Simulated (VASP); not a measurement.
# SnO2 (Pnnm) in VASP: a series of runs, part 2 of 2

VASP 6.6.1.

## (5) Single point, LDA (atoms shifted along a free coordinate)

File INCAR:

```
PREC = Accurate
ENCUT = 520
EDIFF = 1E-6
ISMEAR = 0
SIGMA = 0.05
LREAL = F
LASPH = T
NELM = 60
ALGO = Normal
ISIF = 2
LWAVE = F
LCHARG = F
NBANDS = 35
```

File KPOINTS:

```
Automatic mesh
0
Gamma
  6 6 8
```

File POSCAR:

```
SnO2
1.0
    4.9330604771      0.0000000000      0.0000000000
    0.0000000000      4.9336664808      0.0000000000
    0.0000000000      0.0000000000      3.3328025979
Sn O
2 4
Direct
    0.5000000000      0.5000000000      0.5000000000
    0.0000000000      0.0000000000      0.0000000000
    0.3059833077      0.3321134587      0.0000000000
    0.8059833077      0.1678865413      0.5000000000
    0.1940166923      0.8321134587      0.5000000000
    0.6940166923      0.6678865413      0.0000000000
```

Started as:

```console
$ cat potpaw_LDA.64/Sn_d/POTCAR potpaw_LDA.64/O/POTCAR > POTCAR
$ mpirun -np 1 vasp_std > vasp.out
```

Wall time 81 s (1 thread of Intel Xeon 6975P-C (Granite Rapids), shared host); peak memory 0.29 GiB.

The run converged. Its results:

```yaml
Free_energy: -41.4713 eV
Pressure: -16.9 GPa
Largest_force: 1.078 eV/Å
Band_gap_on_the_k_mesh: 0.25 eV (least direct gap 0.30 eV)
```

Forces in eV/Å, atoms in the order of the input:
```
Sn   0.000  0.000  0.000
Sn   0.000  0.000  0.000
O   -0.688 -0.830  0.000
O   -0.688  0.830  0.000
O    0.688 -0.830  0.000
O    0.688  0.830  0.000
```

Stress tensor (GPa, compression positive):
```
-13.97   0.00   0.00
  0.00 -14.97   0.00
  0.00   0.00 -21.79
```

Levels at points of the mesh, in eV from the valence-band top:
```csv
k point,band 24,band 25,band 26,band 27,band 28,band 29
"(0.00, 0.00, 0.00)",-0.55,-0.53,-0.05,0.25,4.46,5.61
"(0.50, 0.00, 0.00)",-1.14,-0.43,-0.43,3.08,3.08,5.89
"(0.00, 0.50, 0.00)",-1.14,-0.60,-0.60,3.23,3.23,6.25
"(0.50, 0.50, 0.00)",-1.24,-0.63,-0.63,3.24,3.24,6.39
"(0.00, 0.00, 0.50)",-1.24,-1.02,-1.02,5.06,5.06,8.81
"(0.50, 0.00, 0.50)",-0.76,-0.63,-0.63,5.34,5.34,6.97
"(0.00, 0.50, 0.50)",-0.85,-0.59,-0.59,5.28,5.28,6.77
"(0.50, 0.50, 0.50)",-0.91,-0.57,-0.57,4.27,4.27,7.59
```

Caveat: the cell differs from its parent crystal (atoms shifted along a free coordinate); the stress differs along the axes, from -22 to -14 GPa; semilocal functionals underestimate gaps, and a narrow one can read as zero; spin-orbit coupling is left out, which moves the levels of the heavy elements; forces of over 1 eV/Å act on the atoms, so gaps and moduli don't describe the material at rest. A k mesh can miss the band edges.

## (6) Single point, LDA (atoms shifted along a free coordinate)

File INCAR:

```
SYSTEM = SnO2
  ALGO = Normal
  EDIFF = 1E-7
  ENCUT = 520
  GGA = CA
  ISIF = 2
  ISMEAR = 0
  LASPH = .TRUE.
  LCHARG = .FALSE.
  LREAL = .FALSE.
  LWAVE = .FALSE.
  NBANDS = 35
  NELM = 60
  PREC = Accurate
  SIGMA = 0.05
```

File KPOINTS:

```
k-points
0
G
  6 6 8
  0 0 0
```

File POSCAR:

```
SnO2
1.0
    4.9330604771      0.0000000000      0.0000000000
    0.0000000000      4.9336664808      0.0000000000
    0.0000000000      0.0000000000      3.3328025979
Sn O
2 4
Direct
    0.5000000000      0.5000000000      0.5000000000
    0.0000000000      0.0000000000      0.0000000000
    0.3059833077      0.2802382207      0.0000000000
    0.8059833077      0.2197617793      0.5000000000
    0.1940166923      0.7802382207      0.5000000000
    0.6940166923      0.7197617793      0.0000000000
```

Potentials or basis: VASP PAW LDA potentials, release 64 (Sn_d, O).

Started as:

```console
$ cat potpaw_LDA.64/Sn_d/POTCAR potpaw_LDA.64/O/POTCAR > POTCAR
$ mpirun -np 1 vasp_std > vasp.out
```

Run time: 83 s. Hardware: 1 thread of Intel Xeon 6975P-C (Granite Rapids), shared host; peak memory 0.29 GiB.

It converged, with:

```yaml
Free_energy: -41.2474 eV
Pressure: -20.1 GPa
Largest_force: 1.517 eV/Å
Band_gap_on_the_k_mesh: 0.20 eV (least direct gap 0.62 eV)
```

Forces in eV/Å, atoms in the order of the input:
```
Sn   0.000  0.000  0.000
Sn   0.000  0.000  0.000
O    0.964  1.171  0.000
O    0.964 -1.171  0.000
O   -0.964  1.171  0.000
O   -0.964 -1.171  0.000
```

Stress tensor (GPa, compression positive):
```
-17.53   0.00   0.00
  0.00 -20.26   0.00
  0.00   0.00 -22.42
```

Levels at points of the mesh, in eV from the valence-band top:
```tsv
k point	band 23	band 24	band 25	band 26	band 27	band 28	band 29	band 30
(0.00, 0.00, 0.00)	-1.17	-0.60	-0.54	-0.44	0.20	5.33	5.40	5.41
(0.50, 0.00, 0.00)	-1.11	-1.11	-0.44	-0.44	3.21	3.21	6.59	6.59
(0.00, 0.50, 0.00)	-1.10	-1.10	-0.34	-0.34	3.08	3.08	6.24	6.24
(0.50, 0.50, 0.00)	-1.27	-1.27	-0.66	-0.66	3.75	3.75	6.62	6.62
(0.00, 0.00, 0.50)	-1.34	-1.34	-0.92	-0.92	4.48	4.48	8.15	8.15
(0.50, 0.00, 0.50)	-0.89	-0.89	-0.56	-0.56	4.69	4.69	6.57	6.57
(0.00, 0.50, 0.50)	-0.76	-0.76	-0.73	-0.73	4.77	4.77	6.67	6.67
(0.50, 0.50, 0.50)	-0.61	-0.61	-0.57	-0.57	2.94	2.94	8.53	8.53
```

Caveat: the cell differs from its parent crystal (atoms shifted along a free coordinate); the cell stands under tension; semilocal functionals underestimate gaps, and a narrow one can read as zero; spin-orbit coupling is left out, which moves the levels of the heavy elements; forces of over 1 eV/Å act on the atoms, so gaps and moduli don't describe the material at rest.

## (7) Summary

| cell | gap on the mesh (eV) | pressure (GPa) | largest force (eV/Å) |
| --- | --- | --- | --- |
| a = 4.882, b = 4.883, c = 3.298 Å, 6 atoms, atomic positions A | 0.46 | -12.9 | 1.30 |
| a = 4.882, b = 4.883, c = 3.298 Å, 6 atoms, atomic positions B | 0.10 | -16.2 | 0.27 |
| a = 4.882, b = 4.883, c = 3.298 Å, 6 atoms, atomic positions C | 0.19 | -16.7 | 0.97 |
| a = 4.933, b = 4.934, c = 3.333 Å, 6 atoms, atomic positions A | 0.25 | -16.9 | 1.08 |
| a = 4.933, b = 4.934, c = 3.333 Å, 6 atoms, atomic positions D | 0.20 | -20.1 | 1.52 |

Alike in all rows: task single point; level LDA; potentials or basis VASP PAW LDA potentials, release 64 (Sn_d, O); no spin polarisation; k mesh 6 × 6 × 8; cutoff (eV) 520; smearing gaussian 0.05 eV.

Caveats: semilocal functionals underestimate gaps, and a narrow one can read as zero; spin-orbit coupling is left out, which moves the levels of the heavy elements; forces of over 1 eV/Å act on the atoms, so gaps and moduli don't describe the material at rest (at least some runs); the cell stands under tension (at least some runs); the stress differs along the axes, from -16 to -11 GPa (at least some runs); the stress differs along the axes, from -22 to -14 GPa (at least some runs).

Absolute energies hang on the potentials; compare differences alone.
